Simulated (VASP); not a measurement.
# Rh (P6_3/mmc) in VASP: further runs, part 2 of 2

VASP 6.6.1. Earlier steps stand in the parts before.

**3. Single point, PBEsol**

This run uses another cell than the first one, of 13.53 Å³/atom.

Contents of INCAR:

```
PREC = Accurate
ENCUT = 520
EDIFF = 1E-7
ISMEAR = 1
SIGMA = 0.1
LREAL = False
LASPH = True
NELM = 60
ALGO = Normal
ISIF = 2
LWAVE = False
LCHARG = True
GGA = PS
LELF = True
LVHAR = True
NBANDS = 38
```

Contents of KPOINTS:

```
Automatic mesh
0
Gamma
  11 11 3
```

Contents of POSCAR:

```
Rh
1.0
    2.6783139406      0.0000000000      0.0000000000
   -1.3391569703      2.3194879119      0.0000000000
    0.0000000000      0.0000000000      8.7099870192
Rh
4
Direct
    0.0000000000      0.0000000000      0.0000000000
    0.3333333333      0.6666666667      0.2500000000
    0.0000000000      0.0000000000      0.5000000000
    0.6666666667      0.3333333333      0.7500000000
```

Potentials or basis: VASP PAW PBE potentials, release 64 (Rh_pv).

Launch:

```sh
cat potpaw_PBE.64/Rh_pv/POTCAR > POTCAR
mpirun -np 1 vasp_std > vasp.out
```

OUTCAR:

```text
PREC = Accurate
   ENCUT = 520
   EDIFF = 1E-7
   ISMEAR = 1
   LREAL = False
   LASPH = True
   NELM = 60
   ISIF = 2
   GGA = PS

 ion  position               nearest neighbor table
   1  0.000  0.000  0.000-   2 2.67   4 2.67   4 2.67   2 2.67   4 2.67   2 2.67
   2  0.333  0.667  0.250-   1 2.67   3 2.67   1 2.67   3 2.67   1 2.67   3 2.67
   3  0.000  0.000  0.500-   2 2.67   4 2.67   4 2.67   2 2.67   4 2.67   2 2.67
   4  0.667  0.333  0.750-   1 2.67   3 2.67   1 2.67   3 2.67   1 2.67   3 2.67

  LATTYP: Found a hexagonal cell.
 ALAT       =     2.6783139406
 C/A-ratio  =     3.2520411021

  Lattice vectors:

 A1 = (   2.6783139406,   0.0000000000,   0.0000000000)
 A2 = (  -1.3391569703,   2.3194879119,   0.0000000000)
 A3 = (   0.0000000000,   0.0000000000,   8.7099870192)

Analysis of symmetry for initial positions (statically):
=====================================================================
 Subroutine PRICEL returns:
 Original cell was already a primitive cell.

 Routine SETGRP: Setting up the symmetry group for a
 hexagonal supercell.

 Subroutine GETGRP returns: Found 24 space group operations
 (whereof 12 operations were pure point group operations)
 out of a pool of 24 trial point group operations.

The static configuration has the point symmetry D_3d.
 The point group associated with its full space group is D_6h.

Analysis of symmetry for dynamics (positions and initial velocities):
=====================================================================
 Subroutine PRICEL returns:
 Original cell was already a primitive cell.

 Routine SETGRP: Setting up the symmetry group for a
 hexagonal supercell.

 Subroutine GETGRP returns: Found 24 space group operations
 (whereof 12 operations were pure point group operations)
 out of a pool of 24 trial point group operations.

[... 121 lines left out ...]
   EFERMI_NEDOS =   21; number of points for ismear=-14 and -15
   IALGO  =     38    algorithm
   IMIX   =      4    mixing-type and parameters
     AMIX     =   0.40;   BMIX     =  1.00
     AMIX_MAG =   1.60;   BMIX_MAG =  1.00
  volume/ion in A,a.u.               =      13.53        91.29
  Fermi-wavevector in a.u.,A,eV,Ry     =   1.694474  3.202091 39.065616  2.871242
  Thomas-Fermi vector in A             =   2.775692
   LORBIT       =      0    0 simple, 1 ext, 2 COOP (PROOUT), +10 PAW based schemes
   GGA     = PS    functional components
   LHFCALC =     F    Hartree Fock is set to
   AEXX    =    0.0000 exact exchange contribution
   IVDW    =     0    specifies the selected vdW correction
   LEPSILON=     F    determine dielectric tensor
   LRPA    =     F    only Hartree local field effects (RPA)
 non-spin polarized calculation
 Methfessel and Paxton  Order N= 1 SIGMA  =   0.10
  energy-cutoff  :      520.00
  volume of cell :       54.11
 maximum number of plane-waves:      1491
 NGX is ok and might be reduce to    20
   NGX =  9   NGY =  9   NGZ = 33

 number of electron      59.9999996 magnetization

 Free energy of the ion-electron system (eV)
  ---------------------------------------------------
  ext. energy  EPLUGINS =         0.00000000
  ---------------------------------------------------
  free energy    TOTEN  =       -32.46263475 eV

  energy without entropy =      -32.45640150  energy(sigma->0) =      -32.46055700

 E-fermi :  12.0698     XC(G=0): -14.3222

 val. band max:       12.0630856973   @ k =   0.2727   0.0909   0.0000
 cond. band min:      12.0773936069   @ k =   0.3636   0.0000   0.3333
 fundamental gap:      0.0143079095
 Fermi energy:        12.0698125517

 k-point     1 :       0.0000    0.0000    0.0000
  band No.  band energies     occupation
      1     -35.0928      2.00000
      2     -34.7069      2.00000
      3     -34.7067      2.00000
      4     -34.4035      2.00000
      5     -34.4035      2.00000
      6     -34.3509      2.00000
[... 973 lines left out ...]
     37      22.5473      0.00000
     38      25.4271      0.00000

 [... further k-points ...]

------------------------ aborting loop because EDIFF is reached ----------------------------------------

  FORCE on cell =-STRESS in cart. coord.  units (eV):
  Direction    XX          YY          ZZ          XY          YZ          ZX
  --------------------------------------------------------------------------------------
  -------------------------------------------------------------------------------------
  Total       -0.0426981     -0.0426981     -0.0203952      0.0000000      0.0000000      0.0000000
  in kB       -1.2642930     -1.2642930     -0.6039021      0.0000000      0.0000000      0.0000000
  external PRESSURE =      -1.0441627 kB  Pullay stress =       0.0000000 kB

 VOLUME and BASIS-vectors are now :
 -----------------------------------------------------------------------------
  energy-cutoff  :      520.00
  volume of cell :       54.11
      direct lattice vectors                 reciprocal lattice vectors
     2.678313941  0.000000000  0.000000000     0.373369225  0.215564822  0.000000000
    -1.339156970  2.319487912  0.000000000     0.000000000  0.431129645  0.000000000
     0.000000000  0.000000000  8.709987019     0.000000000  0.000000000  0.114810734

 POSITION                                       TOTAL-FORCE (eV/Angst)
 -----------------------------------------------------------------------------------
      0.00000      0.00000      0.00000        -0.000000      0.000000     -0.000000
     -0.00000      1.54633      2.17750        -0.000000      0.000000      0.000000
      0.00000      0.00000      4.35499        -0.000000      0.000000     -0.000000
      1.33916      0.77316      6.53249         0.000000     -0.000000      0.000000
 -----------------------------------------------------------------------------------
    total drift:                                0.000000     -0.000000      0.000000

  FREE ENERGIE OF THE ION-ELECTRON SYSTEM (eV)
  ---------------------------------------------------
  free  energy   TOTEN  =       -32.4626347455 eV

  energy  without entropy=      -32.4564014967  energy(sigma->0) =      -32.46055700
```

OSZICAR:

```text
N       E                     dE             d eps       ncg     rms          rms(c)
DAV:   1     0.763218684648E+03    0.76322E+03   -0.36557E+04  2472   0.183E+03
DAV:   2    -0.960108863430E+01   -0.77282E+03   -0.75082E+03  2558   0.571E+02
DAV:   3    -0.347085896354E+02   -0.25108E+02   -0.24444E+02  2654   0.112E+02
DAV:   4    -0.349471243569E+02   -0.23853E+00   -0.23844E+00  2696   0.111E+01
DAV:   5    -0.349512049598E+02   -0.40806E-02   -0.40805E-02  2746   0.147E+00    0.231E+01
DAV:   6    -0.325685299654E+02    0.23827E+01   -0.71862E+00  2630   0.204E+01    0.732E+00
DAV:   7    -0.325012661868E+02    0.67264E-01   -0.32861E-01  2726   0.479E+00    0.332E+00
DAV:   8    -0.325333013683E+02   -0.32035E-01   -0.71240E-01  2606   0.745E+00    0.321E+00
DAV:   9    -0.324632534617E+02    0.70048E-01   -0.27011E-01  2606   0.422E+00    0.632E-01
DAV:  10    -0.324626733664E+02    0.58010E-03   -0.37706E-03  2636   0.476E-01    0.702E-02
DAV:  11    -0.324626368775E+02    0.36489E-04   -0.13873E-04  2760   0.931E-02    0.254E-02
DAV:  12    -0.324626366013E+02    0.27626E-06   -0.23891E-05  2696   0.547E-02    0.687E-03
DAV:  13    -0.324626350403E+02    0.15610E-05   -0.96577E-07  2690   0.111E-02    0.305E-03
DAV:  14    -0.324626347144E+02    0.32593E-06   -0.22853E-07  1518   0.372E-03    0.482E-04
DAV:  15    -0.324626347455E+02   -0.31125E-07   -0.19619E-08  1354   0.121E-03
   1 F= -.32462635E+02 E0= -.32460557E+02  d E =-.623325E-02
```

Wall time 2.3 min (1 thread of Intel Xeon 8259CL, shared host); peak memory 0.19 GiB.

What came out:

| Property | Result |
| --- | --- |
| Free energy | -32.4626 eV |
| Pressure | -0.1 GPa |
| Band gap on the k mesh | zero (bands 30 and 31 overlap by 1.68 eV) |

Caveat: the PAW data sets were made with another functional, which shifts forces and pressure a little.

**4. Single point, BLYP+D3(BJ)**

This run uses another cell than the first one, of 13.84 Å³/atom.

Contents of INCAR:

```
SYSTEM = Rh
PREC     = Accurate       ! precision mode
ENCUT    = 520            ! plane-wave cutoff, eV
EDIFF    = 1E-7           ! SCF threshold, eV
ISMEAR   = 1              ! smearing method
SIGMA    = 0.1            ! smearing width, eV
LREAL    = .FALSE.        ! projectors in reciprocal space
LASPH    = .TRUE.         ! aspherical terms in the spheres
NELM     = 80             ! most SCF steps
ALGO     = Normal         ! electronic algorithm
ISIF     = 2              ! what is computed and relaxed
LWAVE    = .FALSE.        ! write WAVECAR
LCHARG   = .TRUE.         ! write CHGCAR
GGA      = B5             ! functional
ALDAX    = 1.0          
AGGAX    = 1.0          
AGGAC    = 1.0          
ALDAC    = 0.0          
IVDW     = 12             ! dispersion correction
VDW_S6   = 1.0          
VDW_S8   = 2.6996       
VDW_A1   = 0.4298       
VDW_A2   = 4.2359       
LELF     = .TRUE.         ! ELF
LVHAR    = .TRUE.       
NBANDS   = 38             ! bands
```

Contents of KPOINTS:

```
Automatic mesh
0
G
  11 11 3
  0 0 0
```

Contents of POSCAR:

```
Rh
1.0
    2.6988580059      0.0000000000      0.0000000000
   -1.3494290030      2.3372795944      0.0000000000
    0.0000000000      0.0000000000      8.7746874284
Rh
4
Direct
    0.0000000000      0.0000000000      0.0000000000
    0.3333333333      0.6666666667      0.2500000000
    0.0000000000      0.0000000000      0.5000000000
    0.6666666667      0.3333333333      0.7500000000
```

Launch:

```sh
cat potpaw_PBE.64/Rh_pv/POTCAR > POTCAR
mpirun -np 1 vasp_std > vasp.out
```

It took 3.2 min on 1 thread of Intel Xeon 8259CL, shared host; peak memory 0.21 GiB.

The run converged. Its results:

- Free energy: -30.2699 eV
- Pressure: 0.7 GPa
- Band gap on the k mesh: zero (bands 30 and 31 overlap by 1.65 eV)
- Dispersion energy per atom: -1.484 eV

Levels at points of the mesh, in eV from the Fermi level:
| k point | band 25 | band 26 | band 27 | band 28 | band 29 | band 30 | band 31 | band 32 | band 33 | band 34 |
| --- | --- | --- | --- | --- | --- | --- | --- | --- | --- | --- |
| (0.00, 0.00, 0.00) | -2.70 | -2.59 | -2.59 | -1.46 | -1.46 | -0.86 | -0.86 | -0.35 | -0.35 | 0.43 |

Caveat: the dispersion term is far too large for a dense solid, which distorts pressure and volume; the PAW data sets were made with another functional, which shifts forces and pressure a little.

**5. Relaxation of cell and atoms, PBEsol**

This run uses another cell than the first one, of 13.80 Å³/atom.

Contents of INCAR:

```
SYSTEM = Rh
PREC = Accurate
ENCUT = 600
EDIFF = 1E-6
ISMEAR = 1
SIGMA = 0.1
LREAL = .FALSE.
LASPH = .TRUE.
NELM = 80
ALGO = Normal
ISIF = 3
LWAVE = .FALSE.
LCHARG = .FALSE.
GGA = PS
IBRION = 2
NSW = 80
EDIFFG = -0.02
```

KPOINTS is that of step 4.

Contents of POSCAR:

```
Rh
1.0
    2.6917400000      0.0000000000      0.0000000000
   -1.3458700000      2.3311200000      0.0000000000
    0.0000000000      0.0000000000      8.7980700000
Rh
4
Direct
    0.0000000000      0.0000000000      0.0000000000
    0.3333333333      0.6666666667      0.2500000000
    0.0000000000      0.0000000000      0.5000000000
    0.6666666667      0.3333333333      0.7500000000
```

Launch:

```sh
cat potpaw_PBE.64/Rh_pv/POTCAR > POTCAR
mpirun -np 1 vasp_std > vasp.out
```

Run time: 7.7 min. Hardware: 1 thread of Intel Xeon 8259CL, shared host; peak memory 0.23 GiB.

The run converged. Its results:

```
Free energy                           : -32.4656 eV
Relaxed volume                        : 13.52 Å³/atom
Relaxed cell                          : a = 2.678 Å, b = 2.678 Å, c = 8.704 Å, α = 90.00°, β = 90.00°, γ = 120.00°
Space group after relaxing (to 0.1 Å) : P6_3/mmc (No. 194)
Energy gained by relaxing             : 5.5 meV/atom
Ionic steps                           : 5
Pressure after relaxing               : 0.0 GPa
Band gap on the k mesh                : zero (bands 30 and 31 overlap by 1.68 eV)
```

Stress tensor (GPa, compression positive):
```
-0.12  0.00  0.00
 0.00 -0.12  0.00
 0.00  0.00  0.21
```

The path:
| step | energy change (eV) | largest force (eV/Å) | pressure (GPa) | volume (Å³) |
| --- | --- | --- | --- | --- |
| 1 | 0.0000 | 0.0000 | -5.88 | 55.21 |
| 2 | 0.1294 | 0.0000 | 18.18 | 51.26 |
| 3 | -0.0218 | 0.0000 | -0.06 | 54.08 |
| 4 | -0.0218 | 0.0000 | 0.07 | 54.06 |
| 5 | -0.0221 | 0.0000 | -0.01 | 54.07 |

Final structure:
```
Rh
1.0
     2.67830    0.00000    0.00000
    -1.33915    2.31948    0.00000
     0.00000    0.00000    8.70421
Rh
4
Direct
  0.00000 0.00000 0.00000
  0.33333 0.66667 0.25000
  0.00000 0.00000 0.50000
  0.66667 0.33333 0.75000
```

Levels at points of the mesh, in eV from the Fermi level:
```
           k point  band 27  band 28  band 29  band 30  band 31  band 32
(0.00, 0.00, 0.00)    -2.71    -1.49    -1.49    -0.88    -0.88    -0.35
```

Caveat: the PAW data sets were made with another functional, which shifts forces and pressure a little.

**6. Summary**

```csv
task,level,cell,cutoff (eV),gap on the mesh (eV),pressure (GPa)
single point,PBEsol+D3(BJ),"a = 2.656, b = 2.656, c = 8.640 Å, angles 90.0, 90.0, 120.0°, 4 atoms",520,none,-0.1
single point,PBEsol,"a = 2.678, b = 2.678, c = 8.710 Å, angles 90.0, 90.0, 120.0°, 4 atoms",520,none,-0.1
single point,BLYP+D3(BJ),"a = 2.699, b = 2.699, c = 8.775 Å, angles 90.0, 90.0, 120.0°, 4 atoms",520,none,0.7
relaxation of cell and atoms,PBEsol,"relaxed from a = 2.692, b = 2.692, c = 8.798 Å, angles 90.0, 90.0, 120.0°, 4 atoms",600,none,0.0
```

Alike in all rows: potentials or basis VASP PAW PBE potentials, release 64 (Rh_pv); no spin polarisation; k mesh 11 × 11 × 3; smearing methfessel-paxton 0.1 eV.

Caveats: the PAW data sets were made with another functional, which shifts forces and pressure a little; the dispersion term is far too large for a dense solid, which distorts pressure and volume (at least some runs).

Total energies depend on the potentials used, so only differences within one code and one set of settings carry meaning.
